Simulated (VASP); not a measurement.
# BaTiO3 (P4mm) in VASP: further runs

The runs below take BaTiO3 through single point, relaxation of cell and atoms, with PBE, PBE+D3(BJ).

All numbers are computed with VASP 6.6.1; they aren't measurements. Logs are shortened: lines on timing, memory, paths and dates and some standing lists are left out, and cuts for length are marked.

## Step 1: The cell of the first run

The structure is tetragonal, space group P4mm (No. 99). The conventional cell has a = 3.966 Å, b = 3.966 Å, c = 4.053 Å, α = 90.00°, β = 90.00°, γ = 90.00°. Within 3.7 Å of Ba (site symmetry 4mm) lie 12 O at 2.78 to 2.89 Å and 8 Ti at 3.42 to 3.50 Å. Ti (site symmetry 4mm) has 6 O at 1.84 to 2.21 Å within 2.4 Å. O (site symmetry 2mm) has 2 Ti at 1.99 Å within 2.6 Å. O (site symmetry 4mm) has 2 Ti at 1.84 to 2.21 Å within 2.4 Å.

## Step 2: Single point, PBE

INCAR

```
SYSTEM = BaTiO3
  ALGO = Normal
  EDIFF = 1E-6
  ENCUT = 520
  GGA = PE
  ISIF = 2
  ISMEAR = -1
  LASPH = .TRUE.
  LCHARG = .FALSE.
  LREAL = .FALSE.
  LWAVE = .FALSE.
  NBANDS = 28
  NELM = 60
  PREC = Accurate
  SIGMA = 0.05
```

KPOINTS

```
k-points
0
G
  7 7 7
  0 0 0
```

POSCAR

```
BaTiO3
1.0
    3.9662786895      0.0000000000      0.0000000000
    0.0000000000      3.9662786895      0.0000000000
    0.0000000000      0.0000000000      4.0533930492
Ba Ti O
1 1 3
Direct
    0.0000000000      0.0000000000     -0.0015078603
    0.5000000000      0.5000000000      0.4827114352
    0.0000000000      0.5000000000      0.5170832196
    0.5000000000      0.0000000000      0.5170832196
    0.5000000000      0.5000000000      0.0276299859
```

Potentials or basis: VASP PAW PBE potentials, release 64 (Ba_sv, Ti_sv, O).

On the command line:

```
$ cat potpaw_PBE.64/Ba_sv/POTCAR potpaw_PBE.64/Ti_sv/POTCAR potpaw_PBE.64/O/POTCAR > POTCAR
$ mpirun -np 1 vasp_std > vasp.out
```

OUTCAR:

```text
SYSTEM = BaTiO3
   EDIFF = 1E-6
   ENCUT = 520
   GGA = PE
   ISIF = 2
   ISMEAR = -1
   LASPH = .TRUE.
   LREAL = .FALSE.
   NELM = 60
   PREC = Accurate

 ion  position               nearest neighbor table
   1  0.000  0.000  0.998-   3 2.78   4 2.78   3 2.78   4 2.78   5 2.81   5 2.81   5 2.81   5 2.81
                             4 2.89   3 2.89   4 2.89   3 2.89   2 3.42   2 3.42   2 3.42   2 3.42
   2  0.500  0.500  0.483-   5 1.84   4 1.99   3 1.99   4 1.99   3 1.99   5 2.21   1 3.42   1 3.42
                             1 3.42   1 3.42   1 3.50   1 3.50   1 3.50   1 3.50
   3  0.000  0.500  0.517-   2 1.99   2 1.99   1 2.78   1 2.78   1 2.89   1 2.89
   4  0.500  0.000  0.517-   2 1.99   2 1.99   1 2.78   1 2.78   1 2.89   1 2.89
   5  0.500  0.500  0.028-   2 1.84   2 2.21   1 2.81   1 2.81   1 2.81   1 2.81

  LATTYP: Found a simple tetragonal cell.
 ALAT       =     3.9662786895
 C/A-ratio  =     1.0219637515

  Lattice vectors:

 A1 = (   3.9662786895,   0.0000000000,   0.0000000000)
 A2 = (   0.0000000000,   3.9662786895,   0.0000000000)
 A3 = (   0.0000000000,   0.0000000000,   4.0533930492)

Analysis of symmetry for initial positions (statically):
=====================================================================
 Subroutine PRICEL returns:
 Original cell was already a primitive cell.

 Routine SETGRP: Setting up the symmetry group for a
 simple tetragonal supercell.

 Subroutine GETGRP returns: Found  8 space group operations
 (whereof  8 operations were pure point group operations)
 out of a pool of 16 trial point group operations.

The static configuration has the point symmetry C_4v.

Analysis of symmetry for dynamics (positions and initial velocities):
=====================================================================
 Subroutine PRICEL returns:
 Original cell was already a primitive cell.

 Routine SETGRP: Setting up the symmetry group for a
 simple tetragonal supercell.

 Subroutine GETGRP returns: Found  8 space group operations
 (whereof  8 operations were pure point group operations)
 out of a pool of 16 trial point group operations.

The dynamic configuration has the point symmetry C_4v.

 Subroutine INISYM returns: Found  8 space group operations
 (whereof  8 operations are pure point group operations),
 and found     1 'primitive' translations

----------------------------------------------------------------------------------------

                                     Primitive cell

  volume of cell :      63.7654

  direct lattice vectors                    reciprocal lattice vectors
     3.966278690  0.000000000  0.000000000     0.252125501  0.000000000  0.000000000
     0.000000000  3.966278690  0.000000000     0.000000000  0.252125501  0.000000000
     0.000000000  0.000000000  4.053393049     0.000000000  0.000000000  0.246706892

  length of vectors
     3.966278690  3.966278690  4.053393049     0.252125501  0.252125501  0.246706892

  position of ions in fractional coordinates (direct lattice)
     0.000000000  0.000000000  0.998492140
     0.500000000  0.500000000  0.482711435
     0.000000000  0.500000000  0.517083220
     0.500000000  0.000000000  0.517083220
     0.500000000  0.500000000  0.027629986

  ion indices of the primitive-cell ions
   primitive index   ion index
                 1           1
                 2           2
                 3           3
                 4           4
                 5           5

----------------------------------------------------------------------------------------

 KPOINTS: k-points

Automatic generation of k-mesh.
 Grid dimensions read from file:
 generate k-points for:    7    7    7

 Generating k-lattice:

  Cartesian coordinates                     Fractional coordinates (reciprocal lattice)
     0.036017929  0.000000000  0.000000000     0.142857143  0.000000000  0.000000000
     0.000000000  0.036017929  0.000000000     0.000000000  0.142857143  0.000000000
     0.000000000  0.000000000  0.035243842     0.000000000  0.000000000  0.142857143

  Length of vectors
     0.036017929  0.036017929  0.035243842

  Shift w.r.t. Gamma in fractional coordinates (k-lattice)
     0.000000000  0.000000000  0.000000000

 Subroutine IBZKPT returns following result:
 ===========================================

 Found     40 irreducible k-points:

 Following reciprocal coordinates:
            Coordinates               Weight
  0.000000  0.000000  0.000000      1.000000
  0.142857  0.000000  0.000000      4.000000
  0.285714  0.000000  0.000000      4.000000
  0.428571  0.000000  0.000000      4.000000
  0.142857  0.142857  0.000000      4.000000
  0.285714  0.142857  0.000000      8.000000
[... 16 lines left out ...]
  0.285714  0.000000  0.285714      8.000000
  0.428571  0.000000  0.285714      8.000000
 [... further k-points ...]
   k-points           NKPTS =     40   k-points in BZ     NKDIM =     40   number of bands    NBANDS=     28
   number of dos      NEDOS =    301   number of ions     NIONS =      5
   total plane-waves  NPLWV =  27000
   dimension x,y,z NGX =    30 NGY =   30 NGZ =   30
   dimension x,y,z NGXF=    60 NGYF=   60 NGZF=   60
   ions per type =               1   1   3
   NGX,Y,Z   is equivalent  to a cutoff of  12.57, 12.57, 12.30 a.u.
   NGXF,Y,Z  is equivalent  to a cutoff of  25.15, 25.15, 24.61 a.u.
 SYSTEM =  BaTiO3
   PREC   = accura    normal or accurate (medium, high low for compatibility)
   ISTART =      0    job   : 0-new  1-cont  2-samecut
   ICHARG =      2    charge: 1-file 2-atom 10-const
   ISPIN  =      1    spin polarized calculation?
   LNONCOLLINEAR =      F non collinear calculations
   LSORBIT =      F    spin-orbit coupling
   LASPH  =      T    aspherical Exc in radial PAW
   ENCUT  =  520.0 eV  38.22 Ry    6.18 a.u.   7.37  7.37  7.54*2*pi/ulx,y,z
   NELM   =     60;   NELMIN=  2; NELMDL= -5     # of ELM steps
   EDIFF  = 0.1E-05   stopping-criterion for ELM
   LREAL  =      F    real-space projection
   EDIFFG = 0.1E-04   stopping-criterion for IOM
   NSW    =      0    number of steps for IOM
   IBRION =     -1    ionic relax: 0-MD 1-quasi-New 2-CG
   NFREE  =      0    steps in history (QN), initial steepest desc. (CG)
   ISIF   =      2    stress and relaxation
   ISYM   =      2    0-nonsym 1-usesym 2-fastsym
   POTIM  = 0.5000    time-step for ionic-motion
   TEBEG  =    0.0;   TEEND  =   0.0 temperature during run
   PSTRESS=    0.0 pullay stress
   NELECT =      40.0000    total number of electrons
   NUPDOWN=      -1.0000    fix difference up-down
   EMIN   =  10.00;   EMAX   =-10.00  energy-range for DOS
   EFERMI =   0.00;   METHOD = LEGACY
   ISMEAR =    -1;   SIGMA  =   0.05  broadening in eV -4-tet -1-fermi 0-gaus
   EFERMI_NEDOS =   21; number of points for ismear=-14 and -15
   IALGO  =     38    algorithm
   IMIX   =      4    mixing-type and parameters
     AMIX     =   0.40;   BMIX     =  1.00
     AMIX_MAG =   1.60;   BMIX_MAG =  1.00
  volume/ion in A,a.u.               =      12.75        86.06
  Fermi-wavevector in a.u.,A,eV,Ry     =   1.401414  2.648288 26.721313  1.963961
  Thomas-Fermi vector in A             =   2.524278
   LORBIT       =      0    0 simple, 1 ext, 2 COOP (PROOUT), +10 PAW based schemes
   GGA     = PE    functional components
   LHFCALC =     F    Hartree Fock is set to
   AEXX    =    0.0000 exact exchange contribution
   IVDW    =     0    specifies the selected vdW correction
   LEPSILON=     F    determine dielectric tensor
   LRPA    =     F    only Hartree local field effects (RPA)
 non-spin polarized calculation
  energy-cutoff  :      520.00
  volume of cell :       63.77
 maximum number of plane-waves:      1747
 NGX is ok and might be reduce to    30
   NGX = 15   NGY = 15   NGZ = 15

 number of electron      39.9999986 magnetization

 Free energy of the ion-electron system (eV)
  ---------------------------------------------------
  ext. energy  EPLUGINS =         0.00000000
  ---------------------------------------------------
  free energy    TOTEN  =       -39.97145392 eV

  energy without entropy =      -39.97145392  energy(sigma->0) =      -39.97145392

 E-fermi :   4.8774     XC(G=0): -11.2780

 val. band max:        3.8671321005   @ k =   0.4286   0.4286   0.4286
 cond. band min:       5.7925359758   @ k =   0.0000   0.0000   0.0000
 fundamental gap:      1.9254038753
 Fermi energy:         4.8773548908

 k-point     1 :       0.0000    0.0000    0.0000
  band No.  band energies     occupation
      1     -52.5591      2.00000
      2     -28.8468      2.00000
      3     -28.7768      2.00000
      4     -28.7768      2.00000
      5     -20.9518      2.00000
      6     -13.0271      2.00000
[... 20 lines left out ...]
     27       9.0534      0.00000
     28      11.2778      0.00000

 k-point     2 :       0.1429    0.0000    0.0000
  band No.  band energies     occupation
      1     -52.5589      2.00000
      2     -28.8464      2.00000
      3     -28.7880      2.00000
      4     -28.7763      2.00000
      5     -20.9279      2.00000
      6     -13.0431      2.00000
[... 20 lines left out ...]
     27       9.4462      0.00000
     28      11.7687      0.00000

 k-point     3 :       0.2857    0.0000    0.0000
  band No.  band energies     occupation
      1     -52.5584      2.00000
      2     -28.8454      2.00000
      3     -28.8130      2.00000
      4     -28.7754      2.00000
      5     -20.8733      2.00000
      6     -13.1437      2.00000
[... 20 lines left out ...]
     27      10.3944      0.00000
     28      12.2199      0.00000

 k-point     4 :       0.4286    0.0000    0.0000
  band No.  band energies     occupation
      1     -52.5580      2.00000
      2     -28.8446      2.00000
      3     -28.8329      2.00000
      4     -28.7746      2.00000
      5     -20.8285      2.00000
      6     -13.2596      2.00000
[... 20 lines left out ...]
     27      11.3773      0.00000
     28      12.1108      0.00000

 k-point     5 :       0.1429    0.1429    0.0000
  band No.  band energies     occupation
      1     -52.5586      2.00000
      2     -28.8460      2.00000
      3     -28.7878      2.00000
      4     -28.7872      2.00000
      5     -20.9056      2.00000
      6     -13.0356      2.00000
[... 20 lines left out ...]
     27       9.7650      0.00000
     28      12.0123      0.00000

 k-point     6 :       0.2857    0.1429    0.0000
  band No.  band energies     occupation
      1     -52.5581      2.00000
      2     -28.8450      2.00000
      3     -28.8124      2.00000
      4     -28.7864      2.00000
      5     -20.8545      2.00000
      6     -13.0850      2.00000
[... 463 lines left out ...]
      5     -20.8845      2.00000
      6     -13.1256      2.00000
[... 20 lines left out ...]
     27      10.3481      0.00000
     28      12.2769      0.00000

 k-point    22 :       0.1429    0.0000    0.2857
  band No.  band energies     occupation
      1     -52.5583      2.00000
      2     -28.8747      2.00000
      3     -28.7867      2.00000
      4     -28.7753      2.00000
      5     -20.8654      2.00000
      6     -13.0628      2.00000
[... 20 lines left out ...]
     27      10.7262      0.00000
     28      12.5482      0.00000

 k-point    23 :       0.2857    0.0000    0.2857
  band No.  band energies     occupation
      1     -52.5578      2.00000
      2     -28.8733      2.00000
      3     -28.8113      2.00000
      4     -28.7743      2.00000
      5     -20.8219      2.00000
      6     -12.9639      2.00000
[... 20 lines left out ...]
     27      11.7266      0.00000
     28      12.4674      0.00000

 k-point    24 :       0.4286    0.0000    0.2857
  band No.  band energies     occupation
      1     -52.5574      2.00000
      2     -28.8721      2.00000
      3     -28.8310      2.00000
      4     -28.7736      2.00000
      5     -20.7863      2.00000
      6     -12.9511      2.00000
[... 20 lines left out ...]
     27      12.3214      0.00000
     28      12.8272      0.00000

 [... further k-points ...]

------------------------ aborting loop because EDIFF is reached ----------------------------------------

  FORCE on cell =-STRESS in cart. coord.  units (eV):
  Direction    XX          YY          ZZ          XY          YZ          ZX
  --------------------------------------------------------------------------------------
  -------------------------------------------------------------------------------------
  Total        2.7235238      2.7235238      2.7383355      0.0000000      0.0000000      0.0000000
  in kB       68.4315826     68.4315826     68.8037425      0.0000000      0.0000000      0.0000000
  external PRESSURE =      68.5556359 kB  Pullay stress =       0.0000000 kB

 VOLUME and BASIS-vectors are now :
 -----------------------------------------------------------------------------
  energy-cutoff  :      520.00
  volume of cell :       63.77
      direct lattice vectors                 reciprocal lattice vectors
     3.966278690  0.000000000  0.000000000     0.252125501  0.000000000  0.000000000
     0.000000000  3.966278690  0.000000000     0.000000000  0.252125501  0.000000000
     0.000000000  0.000000000  4.053393049     0.000000000  0.000000000  0.246706892

 POSITION                                       TOTAL-FORCE (eV/Angst)
 -----------------------------------------------------------------------------------
      0.00000      0.00000      4.04728         0.000000     -0.000000      0.031736
      1.98314      1.98314      1.95662        -0.000000      0.000000      0.057519
      0.00000      1.98314      2.09594        -0.000000     -0.000000     -0.015632
      1.98314      0.00000      2.09594        -0.000000     -0.000000     -0.015632
      1.98314      1.98314      0.11200        -0.000000      0.000000     -0.057992
 -----------------------------------------------------------------------------------
    total drift:                                0.000000      0.000000      0.000001

  FREE ENERGIE OF THE ION-ELECTRON SYSTEM (eV)
  ---------------------------------------------------
  free  energy   TOTEN  =       -39.9714539179 eV

  energy  without entropy=      -39.9714539175  energy(sigma->0) =      -39.97145392
```

Run time: 32 s. Hardware: 1 thread of Intel Xeon 6975P-C (Granite Rapids), shared host; peak memory 0.21 GiB.

Results:

- Free energy: -39.9715 eV
- Pressure: 6.9 GPa
- Largest force: 0.058 eV/Å
- Band gap on the k mesh: 1.93 eV (least direct gap 2.22 eV)

Forces in eV/Å, atoms in the order of the input:
```
Ba   0.000  0.000  0.032
Ti   0.000  0.000  0.058
O    0.000  0.000 -0.016
O    0.000  0.000 -0.016
O    0.000  0.000 -0.058
```

Caveat: the cell stands under pressure; spin-orbit coupling is left out, which moves the levels of the heavy elements; an odd mesh through Γ misses points on the zone boundary, where band edges can lie.

## Step 3: Relaxation of cell and atoms, PBE

This run uses another cell than the first one, of 12.86 Å³/atom.

INCAR

```
SYSTEM = BaTiO3
  PREC = Accurate
  ENCUT = 600
  EDIFF = 1E-7
  ISMEAR = -1
  SIGMA = 0.05
  LREAL = .False.
  LASPH = .True.
  NELM = 100
  ALGO = Normal
  ISIF = 3
  LWAVE = .False.
  LCHARG = .False.
  GGA = PE
  IBRION = 2
  NSW = 60
  EDIFFG = -0.01
```

KPOINTS

```
Automatic mesh
0
Gamma
  7 7 7
  0 0 0
```

POSCAR

```
BaTiO3
1.0
    3.9998000000      0.0000000000      0.0000000000
    0.0000000000      3.9998000000      0.0000000000
    0.0000000000      0.0000000000      4.0180000000
Ba Ti O
1 1 3
Direct
    0.0000000000      0.0000000000      0.0000000000
    0.5000000000      0.5000000000      0.4900000000
    0.0000000000      0.5000000000      0.5170000000
    0.5000000000      0.0000000000      0.5170000000
    0.5000000000      0.5000000000      0.0190000000
```

Potentials or basis: VASP PAW PBE potentials, release 64 (Ba_sv, Ti_sv, O).

On the command line:

```
$ cat potpaw_PBE.64/Ba_sv/POTCAR potpaw_PBE.64/Ti_sv/POTCAR potpaw_PBE.64/O/POTCAR > POTCAR
$ mpirun -np 1 vasp_std > vasp.out
```

Run time: 4.5 min. Hardware: 1 thread of Intel Xeon 6975P-C (Granite Rapids), shared host; peak memory 0.24 GiB.

The run converged. Its results:

```yaml
Free_energy: -40.0456 eV
Relaxed_volume: 13.47 Å³/atom
Relaxed_cell: a = 3.996 Å, b = 3.996 Å, c = 4.219 Å, α = 90.00°, β = 90.00°, γ = 90.00°
Space_group_after_relaxing_to_0.1_Å: P4mm (No. 99)
Energy_gained_by_relaxing: 11.3 meV/atom
Ionic_steps: 18
Pressure_after_relaxing: 0.1 GPa
Largest_force_after_relaxing: 0.006 eV/Å
Band_gap_on_the_k_mesh: 1.88 eV (least direct gap 2.34 eV)
```

Forces in eV/Å, atoms in the order of the input:
```
Ba   0.000  0.000 -0.002
Ti   0.000  0.000 -0.006
O    0.000  0.000  0.006
O    0.000  0.000  0.006
O    0.000  0.000 -0.004
```

Step by step:
| step | energy change (eV) | largest force (eV/Å) | pressure (GPa) | volume (Å³) |
| --- | --- | --- | --- | --- |
| 1 | 0.0000 | 0.2769 | 4.04 | 64.28 |
| 2 | -0.0135 | 0.4541 | -3.15 | 67.34 |
| 3 | -0.0242 | 0.3759 | -0.43 | 66.09 |
| 4 | -0.0338 | 0.2258 | -0.19 | 66.20 |
| 5 | -0.0401 | 0.1169 | 0.41 | 66.37 |
| 6 | -0.0464 | 0.1176 | 0.04 | 66.74 |
| 7 | -0.0506 | 0.1749 | -0.43 | 67.42 |
| 8 | -0.0536 | 0.1306 | 0.31 | 67.09 |
| 9 | -0.0538 | 0.1151 | 0.56 | 66.98 |
| 10 | -0.0557 | 0.1105 | -0.09 | 67.27 |
| 11 | -0.0557 | 0.1272 | -0.20 | 67.32 |
| 12 | -0.0561 | 0.0857 | 0.20 | 67.29 |
| 13 | -0.0563 | 0.0282 | 0.05 | 67.30 |
| 14 | -0.0564 | 0.0132 | 0.01 | 67.34 |
| 15 | -0.0564 | 0.0155 | -0.01 | 67.36 |
| 16 | -0.0565 | 0.0104 | 0.04 | 67.35 |
| 17 | -0.0565 | 0.0089 | 0.11 | 67.35 |
| 18 | -0.0565 | 0.0059 | 0.08 | 67.37 |

Final structure:
```xyz
5
Lattice="3.9958 0.0000 0.0000 0.0000 3.9958 0.0000 0.0000 0.0000 4.2193" Properties=species:S:1:pos:R:3 pbc="T T T"
Ba    3.9958    0.0000    4.1806
Ti    1.9979    1.9979    1.9915
O     3.9958    1.9979    2.1912
O     1.9979    0.0000    2.1912
O     1.9979    1.9979    0.1751
```

Levels at points of the mesh, in eV from the valence-band top:
```csv
k point,band 17,band 18,band 19,band 20,band 21,band 22,band 23,band 24
"(0.00, 0.00, 0.00)",-1.21,-0.84,-0.46,-0.46,1.88,2.51,2.51,4.05
```

Caveat: spin-orbit coupling is left out, which moves the levels of the heavy elements; an odd mesh through Γ misses points on the zone boundary, where band edges can lie.

(Part 1 of 3 ends here.)
